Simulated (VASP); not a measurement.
A run of VASP 6.6.1 is set up as follows.

INCAR

```
SYSTEM = Co
PREC = Accurate ; ENCUT = 520
EDIFF = 1E-6 ; ISMEAR = -1
SIGMA = 0.1 ; LREAL = .FALSE.
LASPH = .TRUE. ; NELM = 100
ALGO = Normal ; ISIF = 2
LWAVE = .FALSE. ; LCHARG = .FALSE.
GGA = PE ; NBANDS = 10
```

Contents of KPOINTS:

```
Automatic mesh
0
G
  15 15 15
  0 0 0
```

The input POSCAR:

```
Co
1.0
    2.2848713188      0.0000000000      0.0000000000
    0.0000000000      2.2848713188      0.0000000000
    0.0000000000      0.0000000000      2.2848713188
Co
1
Direct
    0.0000000000      0.0000000000      0.0000000000
```

Potentials or basis: VASP PAW PBE potentials, release 64 (Co).

Run with:

```sh
$ cat potpaw_PBE.64/Co/POTCAR > POTCAR
$ mpirun -np 1 vasp_std > vasp.out
```

Predict the pressure.

-0.7 GPa.

Caveat: the run has no spin polarisation, though such a crystal can be magnetic. Spin polarisation is off, so any magnetic state and its effect on volume and gap are missing.
